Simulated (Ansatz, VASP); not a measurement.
# Al6H in VASP and in Ansatz

INCAR

```
SYSTEM = Al6H
PREC = Accurate
ENCUT = 520
EDIFF = 1E-7
ISMEAR = 0
SIGMA = 0.1
LREAL = .False.
LASPH = .True.
NELM = 80
ALGO = Normal
ISIF = 2
LWAVE = .False.
LCHARG = .False.
LDIPOL = .True.
IDIPOL = 3
DIPOL = 0.5 0.5 0.291
GGA = PE
NBANDS = 32
```

Contents of KPOINTS:

```
Automatic mesh
0
Gamma
  5 5 1
  0 0 0
```

POSCAR

```
Al6H
1.0
    5.7135165837      0.0000000000      0.0000000000
    0.0000000000      5.7135165837      0.0000000000
    0.0000000000      0.0000000000     22.1746954375
Al H
12 2
Direct
    0.2500000000      0.2500000000      0.1803857921
    0.2500000000      0.7500000000      0.1803857921
    0.7500000000      0.2500000000      0.1803857921
    0.7500000000      0.7500000000      0.1803857921
    0.0000000000      0.0000000000      0.2744050924
    0.0000000000      0.5000000000      0.2744050924
    0.5000000000      0.0000000000      0.2744050924
    0.5000000000      0.5000000000      0.2744050924
    0.2500000000      0.2500000000      0.3686497278
    0.2500000000      0.7500000000      0.3686497278
    0.7500000000      0.2500000000      0.3686497278
    0.7500000000      0.7500000000      0.3686497278
    0.0000000000     -0.0804233248      0.3889431294
    0.0000000000      0.0804233248      0.3889431294
```

Input for Ansatz:

```yaml
crystal:
  lattice:
    - [5.7135165837, 0.0, 0.0]
    - [0.0, 5.7135165837, 0.0]
    - [0.0, 0.0, 22.1746954375]
  atoms:
    - { symbol: Al, position: [0.25, 0.25, 0.1803857921] }
    - { symbol: Al, position: [0.25, 0.75, 0.1803857921] }
    - { symbol: Al, position: [0.75, 0.25, 0.1803857921] }
    - { symbol: Al, position: [0.75, 0.75, 0.1803857921] }
    - { symbol: Al, position: [0.0, 0.0, 0.2744050924] }
    - { symbol: Al, position: [0.0, 0.5, 0.2744050924] }
    - { symbol: Al, position: [0.5, 0.0, 0.2744050924] }
    - { symbol: Al, position: [0.5, 0.5, 0.2744050924] }
    - { symbol: Al, position: [0.25, 0.25, 0.3686497278] }
    - { symbol: Al, position: [0.25, 0.75, 0.3686497278] }
    - { symbol: Al, position: [0.75, 0.25, 0.3686497278] }
    - { symbol: Al, position: [0.75, 0.75, 0.3686497278] }
    - { symbol: H, position: [0.0, -0.0804233248, 0.3889431294] }
    - { symbol: H, position: [0.0, 0.0804233248, 0.3889431294] }
basis:
  ecutwfc: 420
kpoints:
  mp_grid: { grid: [5, 5, 1] }
hamiltonian:
  xc: pbe
  pseudopotentials: { kind: paw, azcp: { folder: soft_1 } }
scf:
  occupations: { method: gaussian, width: 0.1 }
output:
  forces: true
  eigenvalues: true
efield:
  axis: 3
  dipole_correction: true
  ramp_width: 0.04
```

Alike in both runs: task single point; functional PBE; k mesh 5 × 5 × 1; occupations gaussian, width 0.1 eV; no spin polarisation.

|  | VASP | Ansatz |
| --- | --- | --- |
| version | VASP 6.6.1 | Ansatz 0.2.0 |
| potentials or method | VASP PAW PBE potentials, release 64 (Al, H), cutoff 520 eV | scalar-relativistic, plane waves, PAW |
| valence electrons in the cell | 38 | 38 |

Ansatz gave:

```
gap on the k mesh at the Fermi level (eV) : none
rms of the force components (eV/Å)        : 0.552
```

Estimate VASP's values.

gap on the k mesh at the Fermi level (eV): none; rms of the force components (eV/Å): 0.551.

Atom by atom the forces differ by 0.001 eV/Å (rms over components). A gap of «none» marks a metal or a gap that the smearing closes.
